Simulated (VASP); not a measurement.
Here is a VASP 6.6.1 calculation.

INCAR

```
SYSTEM = CuF
ALGO = Normal
EDIFF = 1E-6
ENCUT = 520
GGA = PE
ISIF = 2
ISMEAR = -1
LASPH = .True.
LCHARG = .False.
LREAL = .False.
LWAVE = .False.
NBANDS = 26
NELM = 80
PREC = Accurate
SIGMA = 0.02
```

File KPOINTS:

```
k-points
0
Gamma
  6 6 4
  0 0 0
```

File POSCAR:

```
CuF
1.0
    3.5086571495      0.0000000000      0.0000000000
   -1.7543285748      3.0385862246      0.0000000000
    0.0000000000      0.0000000000      5.0825198930
Cu F
2 2
Direct
    0.3333333333      0.6666666667      0.2500000000
    0.6666666667      0.3333333333      0.7500000000
    0.6666666667      0.3333333333      0.2500000000
    0.3333333333      0.6666666667      0.7500000000
```

Potentials or basis: VASP PAW PBE potentials, release 64 (Cu, F).

Command:

```console
$ cat potpaw_PBE.64/Cu/POTCAR potpaw_PBE.64/F/POTCAR > POTCAR
$ mpirun -np 1 vasp_std > vasp.out
```

**Question.** Estimate the pressure.

**Answer.** 4.8 GPa.

**Question.** Estimate the band gap on the k mesh.

**Answer.** Zero (band 18 reaches 3.33 eV, above the bottom of band 19 at 3.29 eV).

Stress tensor (GPa, compression positive):
```
5.24 0.00 0.00
0.00 5.24 0.00
0.00 0.00 3.79
```

Caveat: semilocal functionals often make such compounds metallic where correlation or magnetic order opens a gap, which also shifts bond lengths. With open d or f shells a metallic result of PBE can be an artefact of self-interaction; +U or a hybrid may open a gap.
